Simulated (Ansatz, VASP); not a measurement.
# ScV in VASP and in Ansatz

The input INCAR:

```
SYSTEM = ScV
ALGO     = Normal         ! electronic algorithm
EDIFF    = 1E-7           ! SCF threshold, eV
ENCUT    = 520            ! plane-wave cutoff, eV
GGA      = PS             ! functional
ISIF     = 2              ! what is computed and relaxed
ISMEAR   = 0              ! smearing method
ISPIN    = 2              ! spin polarisation
LASPH    = .TRUE.         ! aspherical terms in the spheres
LCHARG   = .FALSE.        ! write CHGCAR
LMAXMIX  = 4              ! l up to which the mixer works
LORBIT   = 11             ! projections on sites
LREAL    = .FALSE.        ! projectors in reciprocal space
LWAVE    = .FALSE.        ! write WAVECAR
MAGMOM   = 0 2            ! initial moments
NBANDS   = 23             ! bands
NELM     = 150            ! most SCF steps
PREC     = Accurate       ! precision mode
SIGMA    = 0.1            ! smearing width, eV
```

KPOINTS

```
k-points
0
G
  9 9 4
  0 0 0
```

The input POSCAR:

```
ScV
1.0
    2.9045162597      0.0000000000      0.0000000000
   -1.4522581299      2.5153848666      0.0000000000
    0.0000000000      0.0000000000      4.8056030673
Sc V
1 1
Direct
    0.0000000000      0.0000000000      0.0000000000
    0.3333333300      0.6666666700      0.5000000000
```

Input for Ansatz:

```yaml
crystal:
  lattice:
    - [2.9045162597, 0.0, 0.0]
    - [-1.4522581299, 2.5153848666, 0.0]
    - [0.0, 0.0, 4.8056030673]
  atoms:
    - { symbol: Sc, position: [0.0, 0.0, 0.0] }
    - { symbol: V, position: [0.33333333, 0.66666667, 0.5], spin: 2.0 }
basis:
  ecutwfc: 420
kpoints:
  mp_grid: { grid: [9, 9, 4] }
hamiltonian:
  xc: pbesol
scf:
  occupations: { method: gaussian, width: 0.1 }
  lower_state_search: "off"
output:
  forces: true
  stress: true
  eigenvalues: true
  populations: true
magnetization:
  spin_polarized: true
```

Alike in both runs: task single point; functional PBEsol; k mesh 9 × 9 × 4; occupations gaussian, width 0.1 eV; collinear spin.

```csv
,VASP,Ansatz
version,VASP 6.6.1,Ansatz 0.2.0
potentials or method,"VASP PAW PBE potentials, release 64 (Sc_sv, V_sv), cutoff 520 eV","scalar-relativistic, plane waves, PAW"
valence electrons in the cell,24,24
```

|  | VASP | Ansatz | Ansatz less VASP |
| --- | --- | --- | --- |
| gap on the k mesh at the Fermi level (eV) | none | none | - |
| pressure (GPa) | -1.4 | -1.5 | -0.15 |
| traceless stress, the component that is largest in VASP (GPa) | -2.81 | -2.81 | +0.002 |
| net moment per atom (μB) | 0.00 | 0.00 | 0.000 |

VASP's potentials were made for PBE, not for PBEsol. A gap of «none» marks a metal or a gap that the smearing closes. With one functional, cell and mesh, what is left measures potentials, basis and numerics. Ansatz's warnings: seeded moment not kept.
